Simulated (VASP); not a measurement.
# Na2S (Fm-3m) in VASP: a series of runs

Na2S is run at these levels: PBEsol; tasks: single point.

Program: VASP 6.6.1. These are calculated values, not measurements. Logs are shortened: lines on timing, memory, paths and dates and some standing lists are left out, and cuts for length are marked.

### 1 The cell of the first run

The structure is cubic, space group Fm-3m (No. 225). Conventional cell: a = 6.506 Å, b = 6.506 Å, c = 6.506 Å, α = 90.00°, β = 90.00°, γ = 90.00°. S (site symmetry m-3m) has 8 Na at 2.82 Å within 3.7 Å. Within 3.7 Å of Na (site symmetry -43m) lie 4 S at 2.82 Å and 6 Na at 3.25 Å.

### 2 Single point, PBEsol

INCAR

```
PREC = Accurate
ENCUT = 500
EDIFF = 1E-6
ISMEAR = 0
SIGMA = 0.05
LREAL = False
LASPH = True
NELM = 120
ALGO = Normal
ISIF = 2
LWAVE = False
LCHARG = True
GGA = PS
LELF = True
LVHAR = True
NBANDS = 17
GGA_COMPAT = False
```

KPOINTS

```
regular mesh
0
Gamma
  4 4 4
```

POSCAR

```
Na2S
1.0
    0.0000000000      3.2530616683      3.2530616683
    3.2530616683      0.0000000000      3.2530616683
    3.2530616683      3.2530616683      0.0000000000
S Na
1 2
Direct
    0.0000000000      0.0000000000      0.0000000000
    0.2500000000      0.2500000000      0.2500000000
    0.7500000000      0.7500000000      0.7500000000
```

Potentials or basis: VASP PAW PBE potentials, release 64 (S, Na_pv).

Started as:

```bash
cat potpaw_PBE.64/S/POTCAR potpaw_PBE.64/Na_pv/POTCAR > POTCAR
mpirun -np 1 vasp_std > vasp.out
```

OUTCAR:

```text
PREC = Accurate
   ENCUT = 500
   EDIFF = 1E-6
   ISMEAR = 0
   LREAL = False
   LASPH = True
   NELM = 120
   ISIF = 2
   GGA = PS

 ion  position               nearest neighbor table
   1  0.000  0.000  0.000-
   2  0.250  0.250  0.250-
   3  0.750  0.750  0.750-

  LATTYP: Found a face centered cubic cell.
 ALAT       =     6.5061233366

  Lattice vectors:

 A1 = (   0.0000000000,   3.2530616683,   3.2530616683)
 A2 = (   3.2530616683,   0.0000000000,   3.2530616683)
 A3 = (   3.2530616683,   3.2530616683,   0.0000000000)

Analysis of symmetry for initial positions (statically):
=====================================================================
 Subroutine PRICEL returns:
 Original cell was already a primitive cell.

 Routine SETGRP: Setting up the symmetry group for a
 face centered cubic supercell.

 Subroutine GETGRP returns: Found 48 space group operations
 (whereof 48 operations were pure point group operations)
 out of a pool of 48 trial point group operations.

The static configuration has the point symmetry O_h .

Analysis of symmetry for dynamics (positions and initial velocities):
=====================================================================
 Subroutine PRICEL returns:
 Original cell was already a primitive cell.

 Routine SETGRP: Setting up the symmetry group for a
 face centered cubic supercell.

 Subroutine GETGRP returns: Found 48 space group operations
 (whereof 48 operations were pure point group operations)
 out of a pool of 48 trial point group operations.

The dynamic configuration has the point symmetry O_h .

 Subroutine INISYM returns: Found 48 space group operations
 (whereof 48 operations are pure point group operations),
 and found     1 'primitive' translations

----------------------------------------------------------------------------------------

                                     Primitive cell

  volume of cell :      68.8505

  direct lattice vectors                    reciprocal lattice vectors
     0.000000000  3.253061668  3.253061668    -0.153701359  0.153701359  0.153701359
     3.253061668  0.000000000  3.253061668     0.153701359 -0.153701359  0.153701359
     3.253061668  3.253061668  0.000000000     0.153701359  0.153701359 -0.153701359

  length of vectors
     4.600523931  4.600523931  4.600523931     0.266218563  0.266218563  0.266218563

  position of ions in fractional coordinates (direct lattice)
     0.000000000  0.000000000  0.000000000
     0.250000000  0.250000000  0.250000000
     0.750000000  0.750000000  0.750000000

  ion indices of the primitive-cell ions
   primitive index   ion index
                 1           1
                 2           2
                 3           3

----------------------------------------------------------------------------------------

 KPOINTS: regular mesh

Automatic generation of k-mesh.
 Grid dimensions read from file:
 generate k-points for:    4    4    4

 Generating k-lattice:

  Cartesian coordinates                     Fractional coordinates (reciprocal lattice)
    -0.038425340  0.038425340  0.038425340     0.250000000  0.000000000  0.000000000
     0.038425340 -0.038425340  0.038425340     0.000000000  0.250000000  0.000000000
     0.038425340  0.038425340 -0.038425340     0.000000000  0.000000000  0.250000000

  Length of vectors
     0.066554641  0.066554641  0.066554641

  Shift w.r.t. Gamma in fractional coordinates (k-lattice)
     0.000000000  0.000000000  0.000000000

 Subroutine IBZKPT returns following result:
 ===========================================

 Found      8 irreducible k-points:

 Following reciprocal coordinates:
            Coordinates               Weight
  0.000000  0.000000  0.000000      1.000000
  0.250000  0.000000  0.000000      8.000000
  0.500000  0.000000  0.000000      4.000000
  0.250000  0.250000  0.000000      6.000000
  0.500000  0.250000  0.000000     24.000000
 -0.250000  0.250000  0.000000     12.000000
  0.500000  0.500000  0.000000      3.000000
 -0.250000  0.500000  0.250000      6.000000
   k-points           NKPTS =      8   k-points in BZ     NKDIM =      8   number of bands    NBANDS=     17
   number of dos      NEDOS =    301   number of ions     NIONS =      3
   total plane-waves  NPLWV =  46656
   dimension x,y,z NGX =    36 NGY =   36 NGZ =   36
   dimension x,y,z NGXF=    72 NGYF=   72 NGZF=   72
   ions per type =               1   2
   NGX,Y,Z   is equivalent  to a cutoff of  13.01, 13.01, 13.01 a.u.
   NGXF,Y,Z  is equivalent  to a cutoff of  26.02, 26.02, 26.02 a.u.
 SYSTEM =  unknown system
   PREC   = accura    normal or accurate (medium, high low for compatibility)
   ISTART =      0    job   : 0-new  1-cont  2-samecut
   ICHARG =      2    charge: 1-file 2-atom 10-const
   ISPIN  =      1    spin polarized calculation?
   LNONCOLLINEAR =      F non collinear calculations
   LSORBIT =      F    spin-orbit coupling
   LASPH  =      T    aspherical Exc in radial PAW
   ENCUT  =  500.0 eV  36.75 Ry    6.06 a.u.   8.39  8.39  8.39*2*pi/ulx,y,z
   NELM   =    120;   NELMIN=  2; NELMDL= -5     # of ELM steps
   EDIFF  = 0.1E-05   stopping-criterion for ELM
   LREAL  =      F    real-space projection
   EDIFFG = 0.1E-04   stopping-criterion for IOM
   NSW    =      0    number of steps for IOM
   IBRION =     -1    ionic relax: 0-MD 1-quasi-New 2-CG
   NFREE  =      0    steps in history (QN), initial steepest desc. (CG)
   ISIF   =      2    stress and relaxation
   ISYM   =      2    0-nonsym 1-usesym 2-fastsym
   POTIM  = 0.5000    time-step for ionic-motion
   TEBEG  =    0.0;   TEEND  =   0.0 temperature during run
   PSTRESS=    0.0 pullay stress
   NELECT =      20.0000    total number of electrons
   NUPDOWN=      -1.0000    fix difference up-down
   EMIN   =  10.00;   EMAX   =-10.00  energy-range for DOS
   EFERMI =   0.00;   METHOD = LEGACY
   ISMEAR =     0;   SIGMA  =   0.05  broadening in eV -4-tet -1-fermi 0-gaus
   EFERMI_NEDOS =   21; number of points for ismear=-14 and -15
   IALGO  =     38    algorithm
   IMIX   =      4    mixing-type and parameters
     AMIX     =   0.40;   BMIX     =  1.00
     AMIX_MAG =   1.60;   BMIX_MAG =  1.00
  volume/ion in A,a.u.               =      22.95       154.88
  Fermi-wavevector in a.u.,A,eV,Ry     =   1.084216  2.048871 15.993984  1.175525
  Thomas-Fermi vector in A             =   2.220301
   LORBIT       =      0    0 simple, 1 ext, 2 COOP (PROOUT), +10 PAW based schemes
   GGA     = PS    functional components
   LHFCALC =     F    Hartree Fock is set to
   AEXX    =    0.0000 exact exchange contribution
   IVDW    =     0    specifies the selected vdW correction
   LEPSILON=     F    determine dielectric tensor
   LRPA    =     F    only Hartree local field effects (RPA)
 non-spin polarized calculation
 Gauss-broadening in eV      SIGMA  =   0.05
  energy-cutoff  :      500.00
  volume of cell :       68.85
 maximum number of plane-waves:      1807
 NGX is ok and might be reduce to    36
   NGX = 17   NGY = 17   NGZ = 17

 number of electron      19.9999984 magnetization

 Free energy of the ion-electron system (eV)
  ---------------------------------------------------
  ext. energy  EPLUGINS =         0.00000000
  ---------------------------------------------------
  free energy    TOTEN  =       -10.37079081 eV

  energy without entropy =      -10.37079081  energy(sigma->0) =      -10.37079081

 E-fermi :   0.4580     XC(G=0):  -8.0128

 val. band max:        0.1854999241   @ k =   0.0000   0.0000   0.0000
 cond. band min:       2.5998113909   @ k =   0.0000   0.0000   0.0000
 fundamental gap:      2.4143114668
 Fermi energy:         0.4579891071

 k-point     1 :       0.0000    0.0000    0.0000
  band No.  band energies     occupation
      1     -21.8543      2.00000
      2     -21.8543      2.00000
      3     -21.8543      2.00000
      4     -21.7964      2.00000
      5     -21.7964      2.00000
      6     -21.7964      2.00000
      7      -9.9646      2.00000
      8       0.1855      2.00000
      9       0.1855      2.00000
     10       0.1855      2.00000
     11       2.5998      0.00000
     12       7.8986      0.00000
     13       7.8986      0.00000
     14       7.8986      0.00000
     15       9.5173      0.00000
     16       9.5173      0.00000
     17      11.3621      0.00000

 k-point     2 :       0.2500    0.0000    0.0000
  band No.  band energies     occupation
      1     -21.8489      2.00000
      2     -21.8464      2.00000
      3     -21.8464      2.00000
      4     -21.8089      2.00000
      5     -21.8054      2.00000
      6     -21.8054      2.00000
      7      -9.8365      2.00000
      8      -0.8592      2.00000
      9       0.1158      2.00000
     10       0.1158      2.00000
     11       3.9853      0.00000
     12       7.2138      0.00000
     13       7.7991      0.00000
     14       7.7991      0.00000
     15       9.3070      0.00000
     16       9.3070      0.00000
     17      10.4764      0.00000

 k-point     3 :       0.5000    0.0000    0.0000
  band No.  band energies     occupation
      1     -21.8353      2.00000
      2     -21.8294      2.00000
      3     -21.8272      2.00000
      4     -21.8272      2.00000
      5     -21.8255      2.00000
      6     -21.8255      2.00000
      7      -9.7019      2.00000
      8      -1.5208      2.00000
      9       0.0503      2.00000
     10       0.0503      2.00000
     11       4.9564      0.00000
     12       6.5613      0.00000
     13       7.2756      0.00000
     14       7.2756      0.00000
     15      11.4340      0.00000
     16      11.6213      0.00000
     17      11.6213      0.00000

 k-point     4 :       0.2500    0.2500    0.0000
  band No.  band energies     occupation
      1     -21.8604      2.00000
      2     -21.8604      2.00000
      3     -21.8400      2.00000
      4     -21.8180      2.00000
      5     -21.7925      2.00000
      6     -21.7925      2.00000
      7      -9.7951      2.00000
      8      -0.8278      2.00000
      9      -0.0655      2.00000
     10      -0.0655      2.00000
     11       4.1941      0.00000
     12       6.8988      0.00000
     13       7.1967      0.00000
     14       8.6822      0.00000
     15       8.6822      0.00000
     16      10.3463      0.00000
     17      12.6405      0.00000

 k-point     5 :       0.5000    0.2500    0.0000
  band No.  band energies     occupation
      1     -21.8668      2.00000
      2     -21.8563      2.00000
      3     -21.8545      2.00000
      4     -21.8011      2.00000
      5     -21.7994      2.00000
      6     -21.7945      2.00000
      7      -9.6620      2.00000
      8      -1.2264      2.00000
      9      -0.4581      2.00000
     10      -0.1287      2.00000
     11       4.8334      0.00000
     12       6.4632      0.00000
     13       7.4907      0.00000
     14       8.3348      0.00000
     15       9.5664      0.00000
     16      11.6950      0.00000
     17      12.2739      0.00000

 k-point     6 :      -0.2500    0.2500    0.0000
  band No.  band energies     occupation
      1     -21.8679      2.00000
      2     -21.8361      2.00000
      3     -21.8314      2.00000
      4     -21.8244      2.00000
      5     -21.8214      2.00000
      6     -21.7888      2.00000
      7      -9.7055      2.00000
      8      -1.1234      2.00000
      9      -0.4993      2.00000
     10       0.0444      2.00000
     11       5.3450      0.00000
     12       6.1273      0.00000
     13       7.3810      0.00000
     14       7.8981      0.00000
     15       9.2358      0.00000
     16      11.1007      0.00000
     17      12.1928      0.00000

 k-point     7 :       0.5000    0.5000    0.0000
  band No.  band energies     occupation
      1     -21.8831      2.00000
      2     -21.8665      2.00000
      3     -21.8665      2.00000
      4     -21.7886      2.00000
      5     -21.7886      2.00000
      6     -21.7815      2.00000
      7      -9.6199      2.00000
      8      -1.3343      2.00000
      9      -0.2883      2.00000
     10      -0.2883      2.00000
     11       3.8865      0.00000
     12       6.1787      0.00000
     13       8.7105      0.00000
     14       9.9471      0.00000
     15       9.9471      0.00000
     16      11.9164      0.00000
     17      12.2426      0.00000

 k-point     8 :      -0.2500    0.5000    0.2500
  band No.  band energies     occupation
      1     -21.8778      2.00000
      2     -21.8719      2.00000
      3     -21.8277      2.00000
      4     -21.8277      2.00000
      5     -21.7855      2.00000
      6     -21.7846      2.00000
      7      -9.6186      2.00000
      8      -0.8675      2.00000
      9      -0.8675      2.00000
     10      -0.4225      2.00000
     11       4.8748      0.00000
     12       7.4278      0.00000
     13       7.4328      0.00000
     14       7.4328      0.00000
     15      10.7678      0.00000
     16      10.7678      0.00000
     17      12.2142      0.00000

------------------------ aborting loop because EDIFF is reached ----------------------------------------

  FORCE on cell =-STRESS in cart. coord.  units (eV):
  Direction    XX          YY          ZZ          XY          YZ          ZX
  --------------------------------------------------------------------------------------
  -------------------------------------------------------------------------------------
  Total       -0.0033691     -0.0033691     -0.0033691      0.0000000      0.0000000     -0.0000000
  in kB       -0.0784011     -0.0784011     -0.0784011      0.0000000      0.0000000     -0.0000000
  external PRESSURE =      -0.0784011 kB  Pullay stress =       0.0000000 kB

 VOLUME and BASIS-vectors are now :
 -----------------------------------------------------------------------------
  energy-cutoff  :      500.00
  volume of cell :       68.85
      direct lattice vectors                 reciprocal lattice vectors
     0.000000000  3.253061668  3.253061668    -0.153701359  0.153701359  0.153701359
     3.253061668  0.000000000  3.253061668     0.153701359 -0.153701359  0.153701359
     3.253061668  3.253061668  0.000000000     0.153701359  0.153701359 -0.153701359

 POSITION                                       TOTAL-FORCE (eV/Angst)
 -----------------------------------------------------------------------------------
      0.00000      0.00000      0.00000        -0.000000      0.000000     -0.000000
      1.62653      1.62653      1.62653         0.000000      0.000000      0.000000
      4.87959      4.87959      4.87959         0.000000     -0.000000     -0.000000
 -----------------------------------------------------------------------------------
    total drift:                                0.000000      0.000000      0.000000

  FREE ENERGIE OF THE ION-ELECTRON SYSTEM (eV)
  ---------------------------------------------------
  free  energy   TOTEN  =       -10.3707908087 eV

  energy  without entropy=      -10.3707908087  energy(sigma->0) =      -10.37079081
```

Run time: 14 s. Hardware: 1 thread of Intel Xeon Platinum 8375C at 2.90GHz (Ice Lake), shared host; peak memory 0.19 GiB.

What came out:

* Free energy: -10.3708 eV
* Pressure: 0.0 GPa
* Band gap on the k mesh: 2.41 eV, direct

Caveat: the PAW data sets were made with another functional, which shifts forces and pressure a little.

(Continued in part 2 of 2.)
